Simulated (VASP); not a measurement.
Os, 1 atom in the cell. It takes space group Im-3m (No. 229, cubic). Conventional cell: a = 2.975 Å, b = 2.975 Å, c = 2.975 Å, α = 90.00°, β = 90.00°, γ = 90.00°. Within 3.4 Å of Os (site symmetry m-3m) lie 14 Os at 2.58 to 2.97 Å. This isn't the form of Os at room conditions, which is hcp.

* Program: VASP 6.6.1
* Task: single point
* Functional: RPBE
* Potentials or basis: VASP PAW PBE potentials, release 64 (Os)
* Cutoff: 520 eV
* k mesh: 16 × 16 × 16
* Occupations: fermi-dirac, width 0.1 eV
* Spin: no spin polarisation
* Dipole correction: no
* Further INCAR settings: ALGO = Normal; EDIFF = 1e-07; NBANDS = 10

Potentials or basis: VASP PAW PBE potentials, release 64 (Os).

Run with:

```sh
$ cat potpaw_PBE.64/Os/POTCAR > POTCAR
$ mpirun -np 1 vasp_std > vasp.out
```

Hardware: 1 thread of Intel Xeon 8259CL (shared host).

How long does it take, and how much memory?

It took 17 s on 1 thread of Intel Xeon 8259CL (shared host), peak memory 0.14 GiB. Counts: scf iterations 11, k points 145.
